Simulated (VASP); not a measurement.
## Rh: single point with LDA

Rh:

```xyz
1
Lattice="0.0000 2.0277 1.6084 2.0277 0.0000 1.6084 2.0277 2.0277 0.0000" Properties=species:S:1:pos:R:3 pbc="T T T"
Rh    0.0000    0.0000    0.0000
```

```
Program             : VASP 6.6.1
Task                : single point
Functional          : LDA
Potentials or basis : VASP PAW LDA potentials, release 64 (Rh_pv)
Cutoff              : 520 eV
k mesh              : 22 × 22 × 22
Occupations         : gaussian, width 0.15 eV
Spin                : no spin polarisation
```

The pressure is 6.9 GPa and the band gap on the k mesh is zero (an odd number of electrons rules out a gap without spin polarisation).

Stress tensor (GPa, compression positive):
```
-3.56  0.00  0.00
 0.00 -3.56  0.00
 0.00  0.00 27.71
```

Levels at points of the mesh, in eV from the Fermi level:
```
           k point  band 5  band 6  band 7  band 8  band 9  band 10
(0.00, 0.00, 0.00)   -3.49   -3.49   -2.53   -1.41   -0.11    17.06
(0.50, 0.00, 0.00)   -4.47   -1.48    0.02    0.97    1.50     9.50
(0.50, 0.50, 0.00)   -6.41    0.88    1.24    1.24    7.29    10.86
(0.50, 0.00, 0.50)   -5.60    0.17    0.17    1.79    1.84    10.80
```

It took 2 min on 1 thread of Intel(R) Xeon(R) 6975P-C (Granite Rapids) (shared host), peak memory 0.24 GiB.

Caveat: the stress differs along the axes, from -4 to 28 GPa.
